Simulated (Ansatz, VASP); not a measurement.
**One calculation of InP, two programs**

```
In P
1.0
     0.00000    2.95369    2.95369
     2.95369    0.00000    2.95369
     2.95369    2.95369    0.00000
In P
1 1
Direct
  0.00000 0.00000 0.00000
  0.75000 0.75000 0.75000
```

Alike in both runs: functional r2SCAN; k mesh 14 × 14 × 14; occupations fermi-dirac, width 0.1 eV; no spin polarisation.

Ansatz relaxed the structure, and its values are those at the end. VASP's run is a single point on that final structure, the one shown.

```csv
,VASP,Ansatz
version,VASP 6.6.1,Ansatz 0.2.0
potentials or method,"VASP PAW PBE potentials, release 64 (In_d, P)","PAW with Ansatz's default frozen-core files, scalar-relativistic"
plane-wave cutoff (eV),550,500
valence electrons in the cell,18,18
```

Ansatz gave:

- pressure (GPa): 0.0

Q: Which values does VASP return?

A: Pressure (GPa): -0.1.

VASP's potentials were made for PBE, not for r2SCAN. With one functional, cell and mesh, what is left measures potentials, basis and numerics.
